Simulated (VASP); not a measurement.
A run of VASP 6.6.1:

POSCAR

```
W
1.0
   -1.5277373003      1.5277373003      1.5277373003
    1.5277373003     -1.5277373003      1.5277373003
    1.5277373003      1.5277373003     -1.5277373003
W
1
Direct
    0.0000000000      0.0000000000      0.0000000000
```

The input INCAR.step1:

```
SYSTEM = W
  PREC = Accurate
  ENCUT = 520
  ISMEAR = 1
  SIGMA = 0.05
  LREAL = .False.
  LASPH = .True.
  NELM = 60
  NBANDS = 13
  GGA = PE
  ALGO = Normal
  EDIFF = 1E-4
  LWAVE = .True.
  LCHARG = .False.
```

INCAR.step2

```
SYSTEM = W
  PREC = Accurate
  ENCUT = 520
  EDIFF = 1E-7
  ISMEAR = 1
  SIGMA = 0.05
  LREAL = .False.
  LASPH = .True.
  NELM = 60
  ALGO = Normal
  ISIF = 2
  LWAVE = .False.
  LCHARG = .False.
  METAGGA = R2SCAN
  LMIXTAU = .True.
  NBANDS = 13
  ISTART = 1
```

KPOINTS

```
regular mesh
0
Gamma
  13 13 13
  0 0 0
```

Potentials or basis: VASP PAW PBE potentials, release 64 (W_sv).

The run is started by

```bash
$ cat potpaw_PBE.64/W_sv/POTCAR > POTCAR
$ cp INCAR.step1 INCAR
$ mpirun -np 1 vasp_std > vasp.out
$ cp INCAR.step2 INCAR
$ mpirun -np 1 vasp_std > vasp.out
```

Hardware: 1 thread of Intel(R) Xeon(R) 6975P-C (Granite Rapids), with other jobs on the host.

Problem. Estimate the wall time of this run.

Solution. Wall time 26 s on 1 thread of Intel(R) Xeon(R) 6975P-C (Granite Rapids), with other jobs on the host, peak memory 0.13 GiB. Counts: k points 84.
